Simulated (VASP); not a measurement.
# Au in VASP: single point with PBEsol

Aim: the single point of Au with PBEsol.

Program: VASP 6.6.1. These are calculated values, not measurements. Logs are shortened: lines on timing, memory, paths and dates and some standing lists are left out, and cuts for length are marked.

### 1 The cell of the first run

The cell holds a slab with vacuum, 11 atoms: a = 4.082 Å, b = 2.887 Å, c = 30.433 Å, α = 90.00°, β = 90.00°, γ = 90.00°.

### 2 Single point, PBEsol

Input file INCAR:

```
PREC = Accurate
ENCUT = 520
EDIFF = 1E-7
ISMEAR = 1
SIGMA = 0.1
LREAL = F
LASPH = T
NELM = 100
ALGO = Normal
ISIF = 2
LWAVE = F
LCHARG = F
LDIPOL = T
IDIPOL = 3
DIPOL = 0.5 0.5 0.500
GGA = PS
NBANDS = 72
```

Input file KPOINTS:

```
Automatic mesh
0
Gamma
  8 11 1
```

Input file POSCAR:

```
Au
1.0
    4.0821568120      0.0000000000      0.0000000000
    0.0000000000      2.8865207640      0.0000000000
    0.0000000000      0.0000000000     30.4326038200
Au
11
Direct
    0.0000000000      0.0000000000      0.2665419677
    0.5000000000      0.5000000000      0.3078842750
    0.0000000000      0.0000000000      0.3585558486
    0.5000000000      0.5000000000      0.4047890763
    0.0000000000      0.0000000000      0.4526250888
    0.5000000000      0.5000000000      0.5000000031
    0.0000000000      0.0000000000      0.5473749144
    0.5000000000      0.5000000000      0.5952109255
    0.0000000000      0.0000000000      0.6414441510
    0.5000000000      0.5000000000      0.6921157215
    0.0000000000      0.0000000000      0.7334580280
```

Potentials or basis: VASP PAW PBE potentials, release 64 (Au).

On the command line:

```bash
$ cat potpaw_PBE.64/Au/POTCAR > POTCAR
$ mpirun -np 1 vasp_std > vasp.out
```

OUTCAR:

```text
PREC = Accurate
   ENCUT = 520
   EDIFF = 1E-7
   ISMEAR = 1
   LREAL = F
   LASPH = T
   NELM = 100
   ISIF = 2
   GGA = PS

 ion  position               nearest neighbor table
   1  0.000  0.000  0.267-   2 2.80   2 2.80   2 2.80   2 2.80   3 2.80
   2  0.500  0.500  0.308-   1 2.80   1 2.80   1 2.80   1 2.80   3 2.94   3 2.94   3 2.94   3 2.94
                             4 2.95
   3  0.000  0.000  0.359-   1 2.80   5 2.86   4 2.87   4 2.87   4 2.87   4 2.87   2 2.94   2 2.94
                             2 2.94   2 2.94
   4  0.500  0.500  0.405-   3 2.87   3 2.87   3 2.87   3 2.87   5 2.89   5 2.89   5 2.89   5 2.89
                             6 2.90   2 2.95
   5  0.000  0.000  0.453-   3 2.86   7 2.88   6 2.89   6 2.89   6 2.89   6 2.89   4 2.89   4 2.89
                             4 2.89   4 2.89
   6  0.500  0.500  0.500-   7 2.89   7 2.89   7 2.89   7 2.89   5 2.89   5 2.89   5 2.89   5 2.89
                             8 2.90   4 2.90
   7  0.000  0.000  0.547-   9 2.86   5 2.88   6 2.89   6 2.89   6 2.89   6 2.89   8 2.89   8 2.89
                             8 2.89   8 2.89
   8  0.500  0.500  0.595-   9 2.87   9 2.87   9 2.87   9 2.87   7 2.89   7 2.89   7 2.89   7 2.89
                             6 2.90  10 2.95
   9  0.000  0.000  0.641-  11 2.80   7 2.86   8 2.87   8 2.87   8 2.87   8 2.87  10 2.94  10 2.94
                            10 2.94  10 2.94
  10  0.500  0.500  0.692-  11 2.80  11 2.80  11 2.80  11 2.80   9 2.94   9 2.94   9 2.94   9 2.94
                             8 2.95
  11  0.000  0.000  0.733-  10 2.80  10 2.80  10 2.80  10 2.80   9 2.80

  LATTYP: Found a simple orthorhombic cell.
 ALAT       =     2.8865207640
 B/A-ratio  =     1.4142135622
 C/A-ratio  =    10.5430053369

  Lattice vectors:

 A1 = (   0.0000000000,  -2.8865207640,   0.0000000000)
 A2 = (   4.0821568120,   0.0000000000,   0.0000000000)
 A3 = (   0.0000000000,   0.0000000000,  30.4326038200)

Analysis of symmetry for initial positions (statically):
=====================================================================
 Subroutine PRICEL returns:
 Original cell was already a primitive cell.

 Routine SETGRP: Setting up the symmetry group for a
 simple orthorhombic supercell.

 Subroutine GETGRP returns: Found  8 space group operations
 (whereof  8 operations were pure point group operations)
 out of a pool of  8 trial point group operations.

The static configuration has the point symmetry D_2h.

Analysis of symmetry for dynamics (positions and initial velocities):
=====================================================================
 Subroutine PRICEL returns:
 Original cell was already a primitive cell.

 Routine SETGRP: Setting up the symmetry group for a
 simple orthorhombic supercell.

 Subroutine GETGRP returns: Found  8 space group operations
 (whereof  8 operations were pure point group operations)
 out of a pool of  8 trial point group operations.

The dynamic configuration has the point symmetry D_2h.

 Subroutine INISYM returns: Found  8 space group operations
 (whereof  8 operations are pure point group operations),
 and found     1 'primitive' translations

----------------------------------------------------------------------------------------

                                     Primitive cell

  volume of cell :     358.5944

  direct lattice vectors                    reciprocal lattice vectors
     4.082156812  0.000000000  0.000000000     0.244968541  0.000000000  0.000000000
     0.000000000  2.886520764  0.000000000     0.000000000  0.346437834  0.000000000
     0.000000000  0.000000000 30.432603820     0.000000000  0.000000000  0.032859495

  length of vectors
     4.082156812  2.886520764 30.432603820     0.244968541  0.346437834  0.032859495

  position of ions in fractional coordinates (direct lattice)
     0.000000000  0.000000000  0.266541968
     0.500000000  0.500000000  0.307884275
     0.000000000  0.000000000  0.358555849
     0.500000000  0.500000000  0.404789076
     0.000000000  0.000000000  0.452625089
     0.500000000  0.500000000  0.500000003
     0.000000000  0.000000000  0.547374914
     0.500000000  0.500000000  0.595210925
     0.000000000  0.000000000  0.641444151
     0.500000000  0.500000000  0.692115722
     0.000000000  0.000000000  0.733458028

  ion indices of the primitive-cell ions
   primitive index   ion index
                 1           1
                 2           2
                 3           3
                 4           4
[... 27 lines left out ...]
     0.000000000  0.000000000  0.000000000

 Subroutine IBZKPT returns following result:
 ===========================================

 Found     30 irreducible k-points:

 Following reciprocal coordinates:
            Coordinates               Weight
  0.000000  0.000000  0.000000      1.000000
  0.125000  0.000000  0.000000      2.000000
  0.250000  0.000000  0.000000      2.000000
  0.375000  0.000000  0.000000      2.000000
  0.500000  0.000000  0.000000      1.000000
  0.000000  0.090909  0.000000      2.000000
[... 16 lines left out ...]
  0.250000  0.363636  0.000000      4.000000
  0.375000  0.363636  0.000000      4.000000
 [... further k-points ...]
   k-points           NKPTS =     30   k-points in BZ     NKDIM =     30   number of bands    NBANDS=     72
   number of dos      NEDOS =    301   number of ions     NIONS =     11
   total plane-waves  NPLWV = 172800
   dimension x,y,z NGX =    30 NGY =   24 NGZ =  240
   dimension x,y,z NGXF=    60 NGYF=   48 NGZF=  480
   ions per type =              11
   NGX,Y,Z   is equivalent  to a cutoff of  12.22, 13.82, 13.11 a.u.
   NGXF,Y,Z  is equivalent  to a cutoff of  24.44, 27.65, 26.22 a.u.
 SYSTEM =  unknown system
   PREC   = accura    normal or accurate (medium, high low for compatibility)
   ISTART =      0    job   : 0-new  1-cont  2-samecut
   ICHARG =      2    charge: 1-file 2-atom 10-const
   ISPIN  =      1    spin polarized calculation?
   LNONCOLLINEAR =      F non collinear calculations
   LSORBIT =      F    spin-orbit coupling
   LASPH  =      T    aspherical Exc in radial PAW
   ENCUT  =  520.0 eV  38.22 Ry    6.18 a.u.   7.59  5.37 56.58*2*pi/ulx,y,z
   NELM   =    100;   NELMIN=  2; NELMDL= -5     # of ELM steps
   EDIFF  = 0.1E-06   stopping-criterion for ELM
   LREAL  =      F    real-space projection
   EDIFFG = 0.1E-05   stopping-criterion for IOM
   NSW    =      0    number of steps for IOM
   IBRION =     -1    ionic relax: 0-MD 1-quasi-New 2-CG
   NFREE  =      0    steps in history (QN), initial steepest desc. (CG)
   ISIF   =      2    stress and relaxation
   ISYM   =      2    0-nonsym 1-usesym 2-fastsym
   POTIM  = 0.5000    time-step for ionic-motion
   TEBEG  =    0.0;   TEEND  =   0.0 temperature during run
   PSTRESS=    0.0 pullay stress
   NELECT =     121.0000    total number of electrons
   NUPDOWN=      -1.0000    fix difference up-down
   EMIN   =  10.00;   EMAX   =-10.00  energy-range for DOS
   EFERMI =   0.00;   METHOD = LEGACY
   ISMEAR =     1;   SIGMA  =   0.10  broadening in eV -4-tet -1-fermi 0-gaus
   EFERMI_NEDOS =   21; number of points for ismear=-14 and -15
   IALGO  =     38    algorithm
   IMIX   =      4    mixing-type and parameters
     AMIX     =   0.40;   BMIX     =  1.00
     AMIX_MAG =   1.60;   BMIX_MAG =  1.00
  volume/ion in A,a.u.               =      32.60       219.99
  Fermi-wavevector in a.u.,A,eV,Ry     =   1.139730  2.153778 17.673769  1.298985
  Thomas-Fermi vector in A             =   2.276433
   LORBIT       =      0    0 simple, 1 ext, 2 COOP (PROOUT), +10 PAW based schemes
   GGA     = PS    functional components
   LHFCALC =     F    Hartree Fock is set to
   AEXX    =    0.0000 exact exchange contribution
   IVDW    =     0    specifies the selected vdW correction
   LEPSILON=     F    determine dielectric tensor
   LRPA    =     F    only Hartree local field effects (RPA)
 non-spin polarized calculation
 Methfessel and Paxton  Order N= 1 SIGMA  =   0.10
  energy-cutoff  :      520.00
  volume of cell :      358.59
 maximum number of plane-waves:      9717
   NGX = 15   NGY = 11   NGZ =113

 dipolmoment           0.000000      0.000000     -0.000000 electrons x Angstroem

 number of electron     120.9999986 magnetization

 dipolmoment           0.000000      0.000000      0.000000 electrons x Angstroem

 Free energy of the ion-electron system (eV)
  ---------------------------------------------------
  ext. energy  EPLUGINS =         0.00000000
  ---------------------------------------------------
  free energy    TOTEN  =       -41.39862269 eV

  energy without entropy =      -41.39935821  energy(sigma->0) =      -41.39886787

 E-fermi :   2.4431     XC(G=0):  -7.2930

 val. band max:        2.4310322592   @ k =   0.2500   0.1818   0.0000
 cond. band min:       2.5009278559   @ k =   0.0000   0.4545   0.0000
 fundamental gap:      0.0698955967
 Fermi energy:         2.4431290191

 k-point     1 :       0.0000    0.0000    0.0000
  band No.  band energies     occupation
      1      -7.3558      2.00000
      2      -6.8116      2.00000
      3      -6.0498      2.00000
      4      -5.1804      2.00000
      5      -4.5726      2.00000
      6      -4.3175      2.00000
[... 1789 lines left out ...]
     71       7.6079      0.00000
     72       8.4931      0.00000

 [... further k-points ...]

------------------------ aborting loop because EDIFF is reached ----------------------------------------

 vacuum level on the upper side and lower side of the slab       (xc-potential included)        -0.080        -0.080

  FORCE on cell =-STRESS in cart. coord.  units (eV):
  Direction    XX          YY          ZZ          XY          YZ          ZX
  --------------------------------------------------------------------------------------
  -------------------------------------------------------------------------------------
  Total       -1.8847237     -3.4606243     -0.3308616      0.0000000      0.0000000      0.0000000
  in kB       -8.4208278    -15.4618536     -1.4782690      0.0000000      0.0000000      0.0000000
  external PRESSURE =      -8.4536501 kB  Pullay stress =       0.0000000 kB

 VOLUME and BASIS-vectors are now :
 -----------------------------------------------------------------------------
  energy-cutoff  :      520.00
  volume of cell :      358.59
      direct lattice vectors                 reciprocal lattice vectors
     4.082156812  0.000000000  0.000000000     0.244968541  0.000000000  0.000000000
     0.000000000  2.886520764  0.000000000     0.000000000  0.346437834  0.000000000
     0.000000000  0.000000000 30.432603820     0.000000000  0.000000000  0.032859495

 POSITION                                       TOTAL-FORCE (eV/Angst)
 -----------------------------------------------------------------------------------
      0.00000      0.00000      8.11157        -0.000000     -0.000000      0.013212
      2.04108      1.44326      9.36972        -0.000000     -0.000000     -0.004737
      0.00000      0.00000     10.91179        -0.000000     -0.000000     -0.003303
      2.04108      1.44326     12.31879        -0.000000      0.000000      0.010512
      0.00000      0.00000     13.77456         0.000000     -0.000000      0.004951
      2.04108      1.44326     15.21630        -0.000000     -0.000000      0.000000
      0.00000      0.00000     16.65804         0.000000     -0.000000     -0.004951
      2.04108      1.44326     18.11382        -0.000000     -0.000000     -0.010512
      0.00000      0.00000     19.52082        -0.000000     -0.000000      0.003303
      2.04108      1.44326     21.06288        -0.000000     -0.000000      0.004737
      0.00000      0.00000     22.32104        -0.000000     -0.000000     -0.013212
 -----------------------------------------------------------------------------------
    total drift:                                0.000000      0.000000     -0.000005

  FREE ENERGIE OF THE ION-ELECTRON SYSTEM (eV)
  ---------------------------------------------------
  free  energy   TOTEN  =       -41.3986226938 eV

  energy  without entropy=      -41.3993582111  energy(sigma->0) =      -41.39886787

 vacuum level on the upper side and lower side of the slab         7.380         7.380
```

It took 24 min on 1 thread of Intel Xeon Platinum 8488C (Sapphire Rapids), shared host; peak memory 0.73 GiB.

Results:

| Item | Value |
| --- | --- |
| Free energy | -41.3986 eV |
| Largest force | 0.013 eV/Å |
| Band gap on the k mesh | zero (an odd number of electrons rules out a gap without spin polarisation) |

Forces in eV/Å, atoms in the order of the input:
```
Au   0.000  0.000  0.013
Au   0.000  0.000 -0.005
Au   0.000  0.000 -0.003
Au   0.000  0.000  0.011
Au   0.000  0.000  0.005
Au   0.000  0.000  0.000
Au   0.000  0.000 -0.005
Au   0.000  0.000 -0.011
Au   0.000  0.000  0.003
Au   0.000  0.000  0.005
Au   0.000  0.000 -0.013
```

Levels at points of the mesh, in eV from the Fermi level:
| k point | band 58 | band 59 | band 60 | band 61 | band 62 | band 63 | band 64 | band 65 |
| --- | --- | --- | --- | --- | --- | --- | --- | --- |
| (0.00, 0.00, 0.00) | -1.71 | -1.56 | -1.54 | -0.88 | 0.11 | 1.44 | 1.58 | 2.67 |
| (0.50, 0.00, 0.00) | -1.90 | -1.87 | -1.79 | -1.78 | -1.78 | -1.53 | -1.39 | -0.75 |

Caveat: the PAW data sets were made with another functional, which shifts forces and pressure a little; spin-orbit coupling is left out, which moves the levels of the heavy elements.

The gap in the log of VASP goes by the Fermi energy; the results here count the filled bands.